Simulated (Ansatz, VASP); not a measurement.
## Two plane-wave programs on As

Contents of INCAR:

```
AGGAC = 1.0 ; AGGAX = 1.0
ALDAC = 0.0 ; ALDAX = 1.0
ALGO = Normal ; EDIFF = 1E-7
ENCUT = 520 ; GGA = B5
ISIF = 2 ; ISMEAR = -1
LASPH = T ; LCHARG = F
LREAL = F ; LWAVE = F
NBANDS = 12 ; NELM = 80
PREC = Accurate ; SIGMA = 0.1
```

Contents of KPOINTS:

```
k-points
0
Gamma
  12 12 10
```

Contents of POSCAR:

```
As
1.0
   -5.7059843207      6.0934085638      1.3974813770
    6.0934085638     -5.7059843207      1.3974813770
    2.4768958926      2.4768958926     -0.6879131663
As
2
Direct
    0.9249950251      0.0750049749      0.0000000000
    0.8250049749      0.1749950251      0.5000000000
```

Input for Ansatz:

```yaml
crystal:
  lattice:
    - [-5.7059843207, 6.0934085638, 1.397481377]
    - [6.0934085638, -5.7059843207, 1.397481377]
    - [2.4768958926, 2.4768958926, -0.6879131663]
  atoms:
    - { symbol: As, position: [0.9249950251, 0.0750049749, 0.0] }
    - { symbol: As, position: [0.8250049749, 0.1749950251, 0.5] }
hamiltonian:
  xc: blyp
  pseudopotentials:
    kind: paw
    azcp:
      As: "pseudopotentials/As.paw.azcp"
basis:
  ecutwfc: 420
  fft_grid_basis: typed
kpoints:
  mp_grid: { grid: [12, 12, 10], shift: [0, 0, 0] }
magnetization:
  spin_polarized: false
scf:
  occupations: { method: fermi_dirac, width: 0.1 }
  lower_state_search: "off"
output:
  stress: true
  write_density: true
  write_potential: true
  elf: true
  volumetric_format: npy
```

Alike in both runs: task single point; functional BLYP; k mesh 12 × 12 × 10; occupations fermi-dirac, width 0.1 eV; no spin polarisation.

|  | VASP | Ansatz |
| --- | --- | --- |
| version | VASP 6.6.1 | Ansatz 0.2.0 |
| potentials or method | VASP PAW PBE potentials, release 64 (As), cutoff 520 eV | plane waves (420 eV) with PAW, scalar-relativistic |
| valence electrons in the cell | 10 | 30 |

|  | VASP | Ansatz | Ansatz less VASP |
| --- | --- | --- | --- |
| pressure (GPa) | 3.1 | 2.9 | -0.28 |
| traceless stress, the component that is largest in VASP (GPa) | -0.41 | -0.35 | +0.064 |

VASP's potentials were made for PBE, not for BLYP. VASP's potentials hold 10 valence electrons a cell and Ansatz's 30, so a difference there can come from the potentials and not from the codes. Ansatz's warnings: xc potential rough in thin density.
